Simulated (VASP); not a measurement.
BN (Qingsongite), 2 atoms in the cell. It takes space group F-43m (No. 216, cubic). Conventional cell: a = 3.399 Å, b = 3.399 Å, c = 3.399 Å, α = 90.00°, β = 90.00°, γ = 90.00°. B (site symmetry -43m) has 4 N at 1.47 Å within 2.0 Å. Within 2.0 Å of N (site symmetry -43m) lie 4 B at 1.47 Å. 

```yaml
Program: VASP 6.6.1
Task: single point
Functional: PBE
Potentials_or_basis: VASP PAW PBE potentials, release 64 (B, N)
Cutoff: 600 eV
k_mesh: 12 × 12 × 12
Occupations: gaussian, width 0.02 eV
Spin: no spin polarisation
Dipole_correction: no
Further_INCAR_settings: ALGO = Normal; EDIFF = 1e-06; NBANDS = 11
```

Potentials or basis: VASP PAW PBE potentials, release 64 (B, N).

Run with:

```bash
$ cat potpaw_PBE.64/B/POTCAR potpaw_PBE.64/N/POTCAR > POTCAR
$ mpirun -np 1 vasp_std > vasp.out
```

Hardware: 1 thread of Intel Xeon 8259CL, on a shared host.

How long does it take, and how much memory?

Run time: 16 s on 1 thread of Intel Xeon 8259CL, with other jobs on the host, peak memory 0.12 GiB. Counts: scf iterations 12, k points 72.
